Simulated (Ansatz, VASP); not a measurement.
## Two plane-wave programs on SiO2

```
CELL_PARAMETERS angstrom
5.30909 0.00000 0.00000
-2.65455 4.59781 0.00000
0.00000 0.00000 5.80807
ATOMIC_POSITIONS crystal
Si 0.50000 0.00000 0.00000
Si 0.50000 0.50000 0.33333
Si 0.00000 0.50000 0.66667
O 0.41593 0.20796 0.16667
O 0.20796 0.41593 0.50000
O 0.79204 0.20796 0.83333
O 0.58407 0.79204 0.16667
O 0.79204 0.58407 0.50000
O 0.20796 0.79204 0.83333
```

Change from the starting cell: strain +0.040 along x and y, +0.040 along z, atoms carried along.

Alike in both runs: task single point; functional PBE; k mesh 6 × 6 × 4; occupations gaussian, width 0.05 eV; no spin polarisation.

|  | VASP | Ansatz |
| --- | --- | --- |
| version | VASP 6.6.1 | Ansatz 0.2.0 |
| potentials or method | VASP PAW PBE potentials, release 64 (Si, O), cutoff 520 eV | scalar-relativistic, plane waves, PAW |
| valence electrons in the cell | 48 | 48 |

VASP gave:

| Quantity | Value |
| --- | --- |
| gap on the k mesh at the Fermi level (eV) | 4.57 |
| least direct gap on the mesh (eV) | 4.72 |
| pressure (GPa) | -16.0 |
| traceless stress, the component that is largest in VASP (GPa) | -0.06 |
| rms of the force components (eV/Å) | 0.336 |

Question: Which values does Ansatz return?

Answer: gap on the k mesh at the Fermi level (eV): 4.57; least direct gap on the mesh (eV): 4.72; pressure (GPa): -16.0; traceless stress, the component that is largest in VASP (GPa): -0.09; rms of the force components (eV/Å): 0.331.

Atom by atom the forces differ by 0.006 eV/Å (rms over components). The functional is the same, so the differences come from potentials, cutoffs and numerics.
